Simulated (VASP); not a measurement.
Crystal: TePb (rocksalt type).

```
Pb Te
1.0
     0.00000    3.08538    3.08538
     3.08538    0.00000    3.08538
     3.08538    3.08538    0.00000
Pb Te
1 1
Direct
  0.00000 0.00000 0.00000
  0.50000 0.50000 0.50000
```

| Quantity | Value |
| --- | --- |
| Program | VASP 6.6.1 |
| Task | relaxation of cell and atoms |
| Functional | PBE |
| Potentials or basis | VASP PAW PBE potentials, release 64 (Pb_d, Te) |
| Cutoff | 600 eV |
| k mesh | 11 × 11 × 11 |
| Occupations | fermi-dirac, width 0.1 eV |
| Spin | no spin polarisation |

At the start: pressure 11.0 GPa; volume 29.37 Å³/atom.

Question: Where does the relaxation end?

Answer: Over 5 steps the energy falls by 174.7 meV/atom and the volume is 35.39 Å³/atom (+20.5 %); space group Fm-3m (No. 225, to 0.1 Å) before and after.

Step by step:
| step | energy change (eV) | largest force (eV/Å) | pressure (GPa) | volume (Å³) |
| --- | --- | --- | --- | --- |
| 1 | 0.0000 | 0.0000 | 10.99 | 58.74 |
| 2 | -0.2831 | 0.0000 | -2.86 | 77.60 |
| 3 | -0.3494 | 0.0000 | 0.07 | 70.72 |
| 4 | -0.3493 | 0.0000 | -0.09 | 70.97 |
| 5 | -0.3494 | 0.0000 | 0.02 | 70.78 |

Final structure:
```
CELL_PARAMETERS angstrom
0.00000 3.28312 3.28312
3.28312 0.00000 3.28312
3.28312 3.28312 0.00000
ATOMIC_POSITIONS crystal
Pb 0.00000 0.00000 0.00000
Te 0.50000 0.50000 0.50000
```

Caveat: the volume moved by over 15 % at a fixed basis, so the end points are rough.
